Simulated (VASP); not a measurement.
Nb: relaxation of cell and atoms with PBEsol

The system is Nb.

```xyz
1
Lattice="0.0000 2.0950 2.0950 2.0950 0.0000 2.0950 2.0950 2.0950 0.0000" Properties=species:S:1:pos:R:3 pbc="T T T"
Nb    0.0000    0.0000    0.0000
```

This isn't the form of Nb at room conditions, which is bcc.

| Property | Result |
| --- | --- |
| Program | VASP 6.6.1 |
| Task | relaxation of cell and atoms |
| Functional | PBEsol |
| Potentials or basis | VASP PAW PBE potentials, release 64 (Nb_sv) |
| Cutoff | 500 eV |
| k mesh | 7 × 7 × 7 |
| Occupations | gaussian, width 0.05 eV |
| Spin | no spin polarisation |
| Target pressure | 20 GPa |
| Dipole correction | no |
| Further INCAR settings | ALGO = Normal; EDIFF = 1e-07; IBRION = 2; EDIFFG = -0.02; NSW = 80; ISIF = 3 |

```json
{
  "Relaxed volume": "16.45 Å³/atom",
  "Relaxed cell": "a = 2.855 Å, b = 2.855 Å, c = 2.855 Å, α = 60.00°, β = 60.00°, γ = 60.00°",
  "Space group after relaxing (to 0.1 Å)": "Fm-3m (No. 225)",
  "Energy change on relaxing (the run minimises the enthalpy)": "+88.3 meV/atom",
  "Ionic steps": "5",
  "Pressure after relaxing": "20.0 GPa",
  "Band gap on the k mesh": "zero (an odd number of electrons rules out a gap without spin polarisation)"
}
```

Step by step:
| step | energy change (eV) | largest force (eV/Å) | pressure (GPa) | volume (Å³) |
| --- | --- | --- | --- | --- |
| 1 | 0.0000 | 0.0000 | -3.55 | 18.39 |
| 2 | 2.0303 | 0.0000 | 140.97 | 12.09 |
| 3 | 0.0526 | 0.0000 | 15.34 | 16.77 |
| 4 | 0.0808 | 0.0000 | 19.09 | 16.51 |
| 5 | 0.0883 | 0.0000 | 20.01 | 16.45 |

Final structure:
```xyz
1
Lattice="0.0000 2.0186 2.0186 2.0186 0.0000 2.0186 2.0186 2.0186 0.0000" Properties=species:S:1:pos:R:3 pbc="T T T"
Nb    0.0000    0.0000    0.0000
```

Levels at points of the mesh, in eV from the Fermi level:
```tsv
k point	band 3	band 4	band 5	band 6	band 7	band 8	band 9	band 10
(0.00, 0.00, 0.00)	-29.84	-29.84	-6.67	-0.16	-0.16	-0.16	2.96	2.96
```

It took 19 s on 1 thread of Intel(R) Xeon(R) Platinum 8259CL CPU @ 2.50GHz (Skylake/Cascade Lake) (shared host), peak memory 0.15 GiB.

Caveat: the k points lie up to 0.39 Å⁻¹ apart in the final cell, too coarse for converged energies and pressures of a metal; the cell is relaxed towards a set pressure, so the run minimises the enthalpy, not the energy; the PAW data sets were made with another functional, which shifts forces and pressure a little.
